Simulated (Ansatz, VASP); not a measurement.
# KRh3 in VASP and in Ansatz

```xyz
4
Lattice="4.0916 0.0000 0.0000 0.0000 4.0916 0.0000 0.0000 0.0000 4.0916" Properties=species:S:1:pos:R:3 pbc="T T T"
K     0.0000    0.0000    0.0000
Rh    0.0000    2.0458    2.0458
Rh    2.0458    0.0000    2.0458
Rh    2.0458    2.0458    0.0000
```

Alike in both runs: task relaxation of cell and atoms; functional PBE; k mesh 12 × 12 × 12; occupations gaussian, width 0.1 eV; no spin polarisation.

|  | VASP | Ansatz |
| --- | --- | --- |
| version | VASP 6.6.1 | Ansatz 0.2.0 |
| potentials or method | VASP PAW PBE potentials, release 64 (K_sv, Rh_pv), cutoff 600 eV | scalar-relativistic, plane waves, PAW |
| valence electrons in the cell | 54 | 60 |

```tsv
	VASP	Ansatz	Ansatz less VASP
gap on the k mesh at the Fermi level, each at its own relaxed structure (eV)	none	none	-
relaxed volume (Å³/atom)	17.13	17.08	-0.049
relaxed cell length with the largest relative difference (Å)	4.092	4.088	-0.0039
```

A gap of «none» marks a metal or a gap that the smearing closes. VASP's potentials hold 54 valence electrons a cell and Ansatz's 60, so a difference there can come from the potentials and not from the codes.

Noted on VASP's run: the relaxation stopped at its first step, so nothing moved.
